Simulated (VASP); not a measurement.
Si2Ge, 12 atoms in the cell. The typed cell holds 12 atoms: a = 5.435 Å, b = 2.541 Å, c = 14.337 Å, α = 90.00°, β = 90.00°, γ = 90.00°. 

- Program: VASP 6.6.1
- Task: single point
- Functional: PBE
- Potentials or basis: VASP PAW PBE potentials, release 64 (Si, Ge_d)
- Cutoff: 500 eV
- k mesh: 8 × 14 × 4
- Occupations: gaussian, width 0.1 eV
- Spin: no spin polarisation
- Dipole correction: no
- Further INCAR settings: ALGO = Normal; EDIFF = 1e-06; NBANDS = 56

Potentials or basis: VASP PAW PBE potentials, release 64 (Si, Ge_d).

Launch:

```sh
$ cat potpaw_PBE.64/Si/POTCAR potpaw_PBE.64/Ge_d/POTCAR > POTCAR
$ mpirun -np 1 vasp_std > vasp.out
```

Hardware: 1 thread of Intel(R) Xeon(R) Platinum 8259CL CPU @ 2.50GHz (Skylake/Cascade Lake) (shared host).

Q: How long does it take, and how much memory?

A: It took 34 min on 1 thread of Intel(R) Xeon(R) Platinum 8259CL CPU @ 2.50GHz (Skylake/Cascade Lake), on a shared host, peak memory 1 GiB. Counts: scf iterations 21, k points 144.
